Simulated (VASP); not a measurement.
Input of a VASP 6.6.1 run:

The input INCAR:

```
PREC = Accurate
ENCUT = 520
EDIFF = 1E-6
ISMEAR = -1
SIGMA = 0.1
LREAL = False
LASPH = True
NELM = 60
ALGO = Normal
ISIF = 2
LWAVE = False
LCHARG = False
GGA = B5
ALDAX = 1.0
AGGAX = 1.0
AGGAC = 1.0
ALDAC = 0.0
NBANDS = 18
```

Contents of KPOINTS:

```
regular mesh
0
Gamma
  10 10 10
```

The input POSCAR:

```
Ta
1.0
    0.0000000000      3.1435254120      3.1435254120
    3.1435254120      0.0000000000      3.1435254120
    3.1435254120      3.1435254120      0.0000000000
Ta
2
Direct
    0.1250000000      0.1250000000      0.1250000000
    0.8750000000      0.8750000000      0.8750000000
```

Potentials or basis: VASP PAW PBE potentials, release 64 (Ta_pv).

Command:

```sh
$ cat potpaw_PBE.64/Ta_pv/POTCAR > POTCAR
$ mpirun -np 1 vasp_std > vasp.out
```

Question: Predict the pressure.

Answer: -2.1 GPa.

Question: Estimate the band gap on the k mesh.

Answer: Zero (band 11 reaches 2.50 eV, above the bottom of band 12 at 1.73 eV).

Caveat: the PAW data sets were made with another functional, which shifts forces and pressure a little; spin-orbit coupling is left out, which moves the levels of the heavy elements.
